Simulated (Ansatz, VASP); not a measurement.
**One calculation of Na2MoH6, two programs**

INCAR

```
SYSTEM = Na2MoH6
  ALGO = Normal
  EDIFF = 1E-7
  EDIFFG = -0.04
  ENCUT = 600
  GGA = PE
  IBRION = 2
  ISIF = 3
  ISMEAR = 0
  LASPH = .TRUE.
  LCHARG = .FALSE.
  LREAL = .FALSE.
  LWAVE = .FALSE.
  NELM = 80
  NSW = 90
  PREC = Accurate
  SIGMA = 0.1
```

Contents of KPOINTS:

```
k-points
0
G
  4 4 2
  0 0 0
```

POSCAR

```
Na2MoH6
1.0
    4.4222191900      0.0000000000      0.0000000000
    0.0000000000      4.4222191900      0.0000000000
    0.0000000000      0.0000000000      8.8444383800
Na H Mo
2 6 1
Direct
    0.5000000000      0.5000000000      0.2500000000
    0.5000000000      0.5000000000      0.7500000000
    0.5000000000      0.0000000000      0.0000000000
    0.5000000000      0.0000000000      0.5000000000
    0.0000000000      0.5000000000      0.0000000000
    0.0000000000      0.5000000000      0.5000000000
    0.0000000000      0.0000000000      0.2500000000
    0.0000000000      0.0000000000      0.7500000000
    0.0000000000      0.0000000000      0.0000000000
```

Input for Ansatz:

```yaml
crystal:
  lattice:
    - [4.42221919, 0.0, 0.0]
    - [0.0, 4.42221919, 0.0]
    - [0.0, 0.0, 8.84443838]
  atoms:
    - { symbol: Na, position: [0.5, 0.5, 0.25] }
    - { symbol: Na, position: [0.5, 0.5, 0.75] }
    - { symbol: H, position: [0.5, 0.0, 0.0] }
    - { symbol: H, position: [0.5, 0.0, 0.5] }
    - { symbol: H, position: [0.0, 0.5, 0.0] }
    - { symbol: H, position: [0.0, 0.5, 0.5] }
    - { symbol: H, position: [0.0, 0.0, 0.25] }
    - { symbol: H, position: [0.0, 0.0, 0.75] }
    - { symbol: Mo, position: [0.0, 0.0, 0.0] }
basis:
  ecutwfc: 420
kpoints:
  mp_grid: { grid: [4, 4, 2] }
hamiltonian:
  xc: pbe
scf:
  occupations: { method: gaussian, width: 0.1 }
  lower_state_search: "off"
output:
  forces: true
  stress: true
  eigenvalues: true
relax:
  adjacent_minimum: "off"
  f_tol: 0.04
  max_steps: 70
  cell: { stress_tol: 0.4 }
```

Change from the starting cell: ordered vacancies on the cation sites of perovskite (P4/mmm, No. 123).

Alike in both runs: task relaxation of cell and atoms; functional PBE; k mesh 4 × 4 × 2; occupations gaussian, width 0.1 eV; no spin polarisation.

```csv
,VASP,Ansatz
version,VASP 6.6.1,Ansatz 0.2.0
potentials or method,"VASP PAW PBE potentials, release 64 (Na_pv, H, Mo_sv), cutoff 600 eV","scalar-relativistic, plane waves, PAW"
valence electrons in the cell,34,38
```

|  | VASP | Ansatz | Ansatz less VASP |
| --- | --- | --- | --- |
| gap on the k mesh at the Fermi level, each at its own relaxed structure (eV) | none | none | - |
| relaxed volume (Å³/atom) | 11.28 | 11.29 | +0.010 |
| relaxed cell length with the largest relative difference (Å) | 3.434 | 3.436 | +0.0019 |

A gap of «none» marks a metal or a gap that the smearing closes. VASP's potentials hold 34 valence electrons a cell and Ansatz's 38, so a difference there can come from the potentials and not from the codes.

Noted on VASP's run: the volume moved by over 15 % at a fixed basis, so the end points are rough.
